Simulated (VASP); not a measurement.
A run of VASP 6.6.1:

File INCAR:

```
PREC = Accurate
ENCUT = 520
EDIFF = 1E-6
ISMEAR = -1
SIGMA = 0.05
LREAL = F
LASPH = T
NELM = 150
ALGO = Fast
ISIF = 2
LWAVE = F
LCHARG = F
ISPIN = 2
MAGMOM = 3 0
LORBIT = 11
LMAXMIX = 4
NBANDS = 16
```

KPOINTS

```
Automatic mesh
0
Gamma
  9 9 9
```

Contents of POSCAR:

```
AlFe
1.0
    2.9292720848      0.0000000000      0.0000000000
    0.0000000000      2.9292720848      0.0000000000
    0.0000000000      0.0000000000      2.9292720848
Fe Al
1 1
Direct
    0.5000000000      0.5000000000      0.5000000000
    0.0000000000      0.0000000000      0.0000000000
```

Potentials or basis: VASP PAW LDA potentials, release 64 (Fe, Al).

Launch:

```bash
$ cat potpaw_LDA.64/Fe/POTCAR potpaw_LDA.64/Al/POTCAR > POTCAR
$ mpirun -np 1 vasp_std > vasp.out
```

Hardware: 1 thread of Intel Xeon 8259CL, on a shared host.

Problem. Estimate the wall time of this run.

Solution. Run time: 35 s on 1 thread of Intel Xeon 8259CL (shared host), peak memory 0.14 GiB. Counts: scf iterations 15, k points 35.
